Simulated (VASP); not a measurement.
# TiO2 in VASP: notebook

TiO2 is run at these levels: r2SCAN; tasks: single point.

Everything below comes from runs of VASP 6.6.1. Logs are shortened: lines on timing, memory, paths and dates and some standing lists are left out, and cuts for length are marked.

**1. The cell of the first run**

Symmetry: I4/mmm, No. 139, tetragonal system. Conventional cell: a = 3.390 Å, b = 3.390 Å, c = 4.810 Å, α = 90.00°, β = 90.00°, γ = 90.00°. Ti (site symmetry 4/mmm) has 8 O at 2.08 Å within 2.8 Å. Within 2.8 Å of O (site symmetry -4m2) lie 4 Ti at 2.08 Å and 6 O at 2.40 to 2.41 Å.

**2. Single point, r2SCAN (uniaxial x strain +0.3%)**

Contents of POSCAR:

```
TiO2
1.0
    0.0000000000      2.3968272579      2.3968272579
    2.4052161533      0.0000000000      2.3968272579
    2.4052161533      2.3968272579      0.0000000000
Ti O
1 2
Direct
    0.0000000000      0.0000000000      0.0000000000
    0.2500000000      0.2500000000      0.2500000000
    0.7500000000      0.7500000000      0.7500000000
```

Contents of INCAR.step1:

```
SYSTEM = TiO2
PREC = Accurate
ENCUT = 520
ISMEAR = 0
SIGMA = 0.01
LREAL = .False.
LASPH = .True.
NELM = 60
NBANDS = 19
GGA = PE
ALGO = Normal
EDIFF = 1E-4
LWAVE = .True.
LCHARG = .False.
```

Contents of INCAR.step2:

```
SYSTEM = TiO2
PREC = Accurate
ENCUT = 520
EDIFF = 1E-6
ISMEAR = 0
SIGMA = 0.01
LREAL = .False.
LASPH = .True.
NELM = 60
ALGO = Normal
ISIF = 2
LWAVE = .False.
LCHARG = .False.
METAGGA = R2SCAN
LMIXTAU = .True.
NBANDS = 19
ISTART = 1
```

Contents of KPOINTS:

```
regular mesh
0
Gamma
  10 10 10
  0 0 0
```

Potentials or basis: VASP PAW PBE potentials, release 64 (Ti_sv, O).

The run is started by

```console
> cat potpaw_PBE.64/Ti_sv/POTCAR potpaw_PBE.64/O/POTCAR > POTCAR
> cp INCAR.step1 INCAR
> mpirun -np 1 vasp_std > vasp.out
> cp INCAR.step2 INCAR
> mpirun -np 1 vasp_std > vasp.out
```

OUTCAR:

```text
SYSTEM = TiO2
   PREC = Accurate
   ENCUT = 520
   EDIFF = 1E-6
   ISMEAR = 0
   LREAL = .False.
   LASPH = .True.
   NELM = 60
   ISIF = 2
   METAGGA = R2SCAN
   ISTART = 1

 ion  position               nearest neighbor table
   1  0.000  0.000  0.000-   3 2.08   3 2.08   3 2.08   2 2.08   3 2.08   2 2.08   2 2.08   2 2.08

   2  0.250  0.250  0.250-   1 2.08   1 2.08   1 2.08   1 2.08
   3  0.750  0.750  0.750-   1 2.08   1 2.08   1 2.08   1 2.08

  LATTYP: Found a body centered tetragonal cell.
 ALAT       =     3.3896256148
 C/A-ratio  =     1.4191633098

  Lattice vectors:

 A1 = (   2.4052161533,   0.0000000000,   2.3968272579)
 A2 = (   2.4052161533,   0.0000000000,  -2.3968272579)
 A3 = (  -2.4052161533,   2.3968272579,   0.0000000000)

Analysis of symmetry for initial positions (statically):
=====================================================================
 Subroutine PRICEL returns:
 Original cell was already a primitive cell.

 Routine SETGRP: Setting up the symmetry group for a
 body centered tetragonal supercell.

 Subroutine GETGRP returns: Found 16 space group operations
 (whereof 16 operations were pure point group operations)
 out of a pool of 16 trial point group operations.

The static configuration has the point symmetry D_4h.

Analysis of symmetry for dynamics (positions and initial velocities):
=====================================================================
 Subroutine PRICEL returns:
 Original cell was already a primitive cell.

 Routine SETGRP: Setting up the symmetry group for a
 body centered tetragonal supercell.

 Subroutine GETGRP returns: Found 16 space group operations
 (whereof 16 operations were pure point group operations)
 out of a pool of 16 trial point group operations.

The dynamic configuration has the point symmetry D_4h.

 Subroutine INISYM returns: Found 16 space group operations
 (whereof 16 operations are pure point group operations),
 and found     1 'primitive' translations

----------------------------------------------------------------------------------------

                                     Primitive cell

  volume of cell :      27.6349

  direct lattice vectors                    reciprocal lattice vectors
     0.000000000  2.396827258  2.396827258    -0.207881524  0.208609110  0.208609110
     2.405216153  0.000000000  2.396827258     0.207881524 -0.208609110  0.208609110
     2.405216153  2.396827258  0.000000000     0.207881524  0.208609110 -0.208609110
[... 85 lines left out ...]
   NELM   =     60;   NELMIN=  2; NELMDL=  0     # of ELM steps
   EDIFF  = 0.1E-05   stopping-criterion for ELM
   LREAL  =      F    real-space projection
   EDIFFG = 0.1E-04   stopping-criterion for IOM
   NSW    =      0    number of steps for IOM
   IBRION =     -1    ionic relax: 0-MD 1-quasi-New 2-CG
   NFREE  =      0    steps in history (QN), initial steepest desc. (CG)
   ISIF   =      2    stress and relaxation
   ISYM   =      2    0-nonsym 1-usesym 2-fastsym
   POTIM  = 0.5000    time-step for ionic-motion
   TEBEG  =    0.0;   TEEND  =   0.0 temperature during run
   PSTRESS=    0.0 pullay stress
   NELECT =      24.0000    total number of electrons
   NUPDOWN=      -1.0000    fix difference up-down
   EMIN   =  10.00;   EMAX   =-10.00  energy-range for DOS
   EFERMI =   0.00;   METHOD = LEGACY
   ISMEAR =     0;   SIGMA  =   0.01  broadening in eV -4-tet -1-fermi 0-gaus
   EFERMI_NEDOS =   21; number of points for ismear=-14 and -15
   IALGO  =     38    algorithm
   IMIX   =      4    mixing-type and parameters
     AMIX     =   0.40;   BMIX     =  1.00
     AMIX_MAG =   1.60;   BMIX_MAG =  1.00
  volume/ion in A,a.u.               =       9.21        62.16
  Fermi-wavevector in a.u.,A,eV,Ry     =   1.561922  2.951605 33.192784  2.439601
  Thomas-Fermi vector in A             =   2.664916
   LORBIT       =      0    0 simple, 1 ext, 2 COOP (PROOUT), +10 PAW based schemes
   METAGGA = R2SCAN    functional components
   LHFCALC =     F    Hartree Fock is set to
   AEXX    =    0.0000 exact exchange contribution
   IVDW    =     0    specifies the selected vdW correction
   LEPSILON=     F    determine dielectric tensor
   LRPA    =     F    only Hartree local field effects (RPA)
 non-spin polarized calculation
 Gauss-broadening in eV      SIGMA  =   0.01
  energy-cutoff  :      520.00
  volume of cell :       27.63
 maximum number of plane-waves:       757
 NGX is ok and might be reduce to    28
   NGX = 13   NGY = 13   NGZ = 13

 number of electron      23.9999996 magnetization

 Free energy of the ion-electron system (eV)
  ---------------------------------------------------
  ext. energy  EPLUGINS =         0.00000000
  ---------------------------------------------------
  free energy    TOTEN  =       -34.10118071 eV

  energy without entropy =      -34.10118071  energy(sigma->0) =      -34.10118071

 E-fermi :   7.1347     XC(G=0): -13.0366

 val. band max:        7.0931615249   @ k =   0.5000   0.5000   0.0000
 cond. band min:       8.6117483015   @ k =   0.0000   0.0000   0.0000
 fundamental gap:      1.5185867765
 Fermi energy:         7.1346841165

 k-point     1 :       0.0000    0.0000    0.0000
  band No.  band energies     occupation
      1     -52.9310      2.00000
      2     -27.9647      2.00000
      3     -27.9647      2.00000
      4     -27.9638      2.00000
      5     -13.6548      2.00000
      6      -9.8601      2.00000
[... 505 lines left out ...]
      6     -11.1829      2.00000
[... 11 lines left out ...]
     18      18.2036      0.00000
     19      22.1315      0.00000

 [... further k-points ...]

------------------------ aborting loop because EDIFF is reached ----------------------------------------

  FORCE on cell =-STRESS in cart. coord.  units (eV):
  Direction    XX          YY          ZZ          XY          YZ          ZX
  --------------------------------------------------------------------------------------
  -------------------------------------------------------------------------------------
  Total       -0.1312460      0.2146195      0.2146195      0.0000000      0.0000000      0.0000000
  in kB       -7.6092043     12.4429163     12.4429163      0.0000000      0.0000000      0.0000000
  external PRESSURE =       5.7588761 kB  Pullay stress =       0.0000000 kB

 VOLUME and BASIS-vectors are now :
 -----------------------------------------------------------------------------
  energy-cutoff  :      520.00
  volume of cell :       27.63
      direct lattice vectors                 reciprocal lattice vectors
     0.000000000  2.396827258  2.396827258    -0.207881524  0.208609110  0.208609110
     2.405216153  0.000000000  2.396827258     0.207881524 -0.208609110  0.208609110
     2.405216153  2.396827258  0.000000000     0.207881524  0.208609110 -0.208609110

 POSITION                                       TOTAL-FORCE (eV/Angst)
 -----------------------------------------------------------------------------------
      0.00000      0.00000      0.00000        -0.000000     -0.000000     -0.000000
      1.20261      1.19841      1.19841        -0.000000     -0.000000     -0.000000
      3.60782      3.59524      3.59524         0.000000      0.000000      0.000000
 -----------------------------------------------------------------------------------
    total drift:                                0.000000     -0.000000      0.000000

  FREE ENERGIE OF THE ION-ELECTRON SYSTEM (eV)
  ---------------------------------------------------
  free  energy   TOTEN  =       -34.1011807084 eV

  energy  without entropy=      -34.1011807084  energy(sigma->0) =      -34.10118071
```

OSZICAR.step1:

```text
N       E                     dE             d eps       ncg     rms          rms(c)
DAV:   1     0.245015343136E+03    0.24502E+03   -0.12969E+04  3876   0.150E+03
DAV:   2    -0.158445305565E+02   -0.26086E+03   -0.24731E+03  4279   0.410E+02
DAV:   3    -0.349783426820E+02   -0.19134E+02   -0.18963E+02  4450   0.117E+02
DAV:   4    -0.356578635349E+02   -0.67952E+00   -0.67798E+00  5491   0.196E+01
DAV:   5    -0.356689489534E+02   -0.11085E-01   -0.11083E-01  4521   0.238E+00    0.209E+01
DAV:   6    -0.266378222706E+02    0.90311E+01   -0.42686E+01  4657   0.758E+01    0.939E+00
DAV:   7    -0.262599565576E+02    0.37787E+00   -0.10553E+01  4634   0.289E+01    0.595E+00
DAV:   8    -0.261090001333E+02    0.15096E+00   -0.33068E-01  4457   0.571E+00    0.412E+00
DAV:   9    -0.262283170037E+02   -0.11932E+00   -0.23776E+00  4682   0.138E+01    0.408E+00
DAV:  10    -0.260361163134E+02    0.19220E+00   -0.72914E-01  4920   0.735E+00    0.120E+00
DAV:  11    -0.260236932039E+02    0.12423E-01   -0.83114E-02  4935   0.266E+00    0.574E-01
DAV:  12    -0.260209370035E+02    0.27562E-02   -0.83724E-03  4355   0.776E-01    0.174E-01
DAV:  13    -0.260211851155E+02   -0.24811E-03   -0.24683E-04  2929   0.141E-01    0.189E-01
DAV:  14    -0.260207432710E+02    0.44184E-03   -0.18960E-03  5051   0.353E-01    0.227E-02
DAV:  15    -0.260207682872E+02   -0.25016E-04   -0.10755E-04  2283   0.115E-01
   1 F= -.26020768E+02 E0= -.26020768E+02  d E =0.000000E+00
```

It took 4.2 min on 1 thread of Intel Xeon Platinum 8259CL at 2.50GHz (Skylake/Cascade Lake), shared host; peak memory 0.2 GiB.

What came out:

```
Free energy            : -34.1012 eV
Pressure               : 0.6 GPa
Band gap on the k mesh : 1.52 eV, indirect (least direct gap 2.21 eV)
```

Caveat: the cell differs from its parent crystal (uniaxial x strain +0.3%); the PAW data sets were made with another functional, which shifts forces and pressure a little.

**3. Single point, r2SCAN (strain along [111] +1.0%)**

Contents of POSCAR:

```
TiO2
1.0
    0.0164582138      2.4132854717      2.4132854717
    2.4132854717      0.0164582138      2.4132854717
    2.4132854717      2.4132854717      0.0164582138
Ti O
1 2
Direct
    0.0000000000      0.0000000000      0.0000000000
    0.2496527415      0.2496527415      0.2496527415
    0.7503472585      0.7503472585      0.7503472585
```

Contents of INCAR.step1:

```
ALGO = Normal ; EDIFF = 1E-4
ENCUT = 520 ; GGA = PE
ISMEAR = 0 ; LASPH = T
LCHARG = F ; LREAL = F
LWAVE = T ; NBANDS = 19
NELM = 100 ; PREC = Accurate
SIGMA = 0.01
```

Contents of INCAR.step2:

```
ALGO = Normal ; EDIFF = 1E-6
ENCUT = 520 ; ISIF = 2
ISMEAR = 0 ; ISTART = 1
LASPH = T ; LCHARG = F
LMIXTAU = T ; LREAL = F
LWAVE = F ; METAGGA = R2SCAN
NBANDS = 19 ; NELM = 100
PREC = Accurate ; SIGMA = 0.01
```

Contents of KPOINTS:

```
k-points
0
Gamma
  10 10 10
```

Potentials or basis: VASP PAW PBE potentials, release 64 (Ti_sv, O).

The run is started by

```console
> cat potpaw_PBE.64/Ti_sv/POTCAR potpaw_PBE.64/O/POTCAR > POTCAR
> cp INCAR.step1 INCAR
> mpirun -np 1 vasp_std > vasp.out
> cp INCAR.step2 INCAR
> mpirun -np 1 vasp_std > vasp.out
```

Run time: 5 min. Hardware: 1 thread of Intel Xeon Platinum 8259CL at 2.50GHz (Skylake/Cascade Lake), shared host; peak memory 0.2 GiB.

Results (log left out):

| Item | Value |
| --- | --- |
| Free energy | -34.1011 eV |
| Pressure | -1.3 GPa |
| Largest force | 0.003 eV/Å |
| Band gap on the k mesh | 1.53 eV, indirect (least direct gap 2.22 eV) |

Forces on the atoms (eV/Å):
```
Ti   0.000  0.000  0.000
O   -0.002 -0.002 -0.002
O    0.002  0.002  0.002
```

Stress tensor (GPa, compression positive):
```
-1.26 -0.26 -0.26
-0.26 -1.26 -0.26
-0.26 -0.26 -1.26
```

Levels at points of the mesh, in eV from the valence-band top:
```
           k point  band 10  band 11  band 12  band 13  band 14  band 15
(0.00, 0.00, 0.00)    -0.91    -0.91    -0.88     1.53     1.53     5.61
(0.50, 0.00, 0.00)    -3.34    -2.62    -2.58     1.83     1.86     3.12
(0.50, 0.50, 0.00)    -2.17    -2.08     0.00     2.22     2.23     3.13
(0.50, 0.50, 0.50)    -3.29    -2.59    -2.59     1.83     1.83     3.04
```

Caveat: the cell differs from its parent crystal (strain along [111] +1.0%); the PAW data sets were made with another functional, which shifts forces and pressure a little. A k mesh can miss the band edges.
